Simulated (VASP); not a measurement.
Here is a VASP 6.6.1 calculation.

INCAR

```
ALGO = Normal ; EDIFF = 1E-7
ENCUT = 520 ; ISIF = 2
ISMEAR = -1 ; LASPH = T
LCHARG = T ; LELF = T
LREAL = F ; LVHAR = T
LWAVE = F ; NBANDS = 12
NELM = 80 ; PREC = Accurate
SIGMA = 0.05
```

Contents of KPOINTS:

```
k-points
0
Gamma
  9 6 6
```

File POSCAR:

```
Sb
1.0
    3.1836411160      0.0000000000      0.0000000000
    0.0000000000      4.4327850985      0.0000000000
   -0.0396782330      0.0000000000      4.4922631929
Sb
2
Direct
    0.0113890000      0.2500000000      0.2411660000
    0.9886110000      0.7500000000      0.7588340000
```

Potentials or basis: VASP PAW LDA potentials, release 64 (Sb).

Command:

```bash
$ cat potpaw_LDA.64/Sb/POTCAR > POTCAR
$ mpirun -np 1 vasp_std > vasp.out
```

What does it give for the band gap on the k mesh?

Zero (bands 5 and 6 overlap by 7.71 eV).

Predict the largest force.

0.068 eV/Å.

Predict the pressure.

-5.7 GPa.

Forces in eV/Å, atoms in the order of the input:
```
Sb  -0.040  0.000 -0.055
Sb   0.040  0.000  0.055
```

Caveat: the cell stands under tension; spin-orbit coupling is left out, which moves the levels of the heavy elements.
